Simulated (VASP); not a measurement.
Wanted: the native input for a VASP 6.6.1 run.

| Quantity | Value |
| --- | --- |
| Task | single point |
| Functional | r2SCAN |
| Potentials or basis | VASP PAW PBE potentials, release 64 (Zn) |
| Cutoff | 520 eV |
| k mesh | 14 × 14 × 7 |
| Occupations | methfessel-paxton, width 0.2 eV |
| Spin | no spin polarisation |
| Dipole correction | no |
| Further INCAR settings | ALGO = Normal; EDIFF = 1e-07; NBANDS = 19 |

Crystal: Zn.

```xyz
2
Lattice="2.6187 0.0000 0.0000 -1.3094 2.2679 0.0000 0.0000 0.0000 4.8389" Properties=species:S:1:pos:R:3 pbc="T T T"
Zn    0.0000    1.5119    1.2097
Zn    1.3094    0.7560    3.6292
```

One way to write it, as run:

POSCAR

```
Zn
1.0
    2.6187264646      0.0000000000      0.0000000000
   -1.3093632323      2.2678836439      0.0000000000
    0.0000000000      0.0000000000      4.8388970683
Zn
2
Direct
    0.3333333333      0.6666666667      0.2500000000
    0.6666666667      0.3333333333      0.7500000000
```

INCAR.step1

```
SYSTEM = Zn
  ALGO = Normal
  EDIFF = 1E-4
  ENCUT = 520
  GGA = PE
  ISMEAR = 1
  LASPH = .True.
  LCHARG = .False.
  LREAL = .False.
  LWAVE = .True.
  NBANDS = 19
  NELM = 60
  PREC = Accurate
  SIGMA = 0.2
```

INCAR.step2

```
SYSTEM = Zn
  ALGO = Normal
  EDIFF = 1E-7
  ENCUT = 520
  ISIF = 2
  ISMEAR = 1
  ISTART = 1
  LASPH = .True.
  LCHARG = .False.
  LMIXTAU = .True.
  LREAL = .False.
  LWAVE = .False.
  METAGGA = R2SCAN
  NBANDS = 19
  NELM = 60
  PREC = Accurate
  SIGMA = 0.2
```

KPOINTS

```
k-points
0
Gamma
  14 14 7
  0 0 0
```

Potentials or basis: VASP PAW PBE potentials, release 64 (Zn).

Command:

```bash
$ cat potpaw_PBE.64/Zn/POTCAR > POTCAR
$ cp INCAR.step1 INCAR
$ mpirun -np 1 vasp_std > vasp.out
$ cp INCAR.step2 INCAR
$ mpirun -np 1 vasp_std > vasp.out
```

Results of the run:

```json
{
  "Pressure": "0.5 GPa",
  "Band gap on the k mesh": "zero (bands 12 and 13 overlap by 4.50 eV)"
}
```

Caveat: the PAW data sets were made with another functional, which shifts forces and pressure a little.

Wall time 3.3 min on 1 thread of Intel(R) Xeon(R) Platinum 8375C CPU @ 2.90GHz (Ice Lake), with other jobs on the host, peak memory 0.17 GiB.
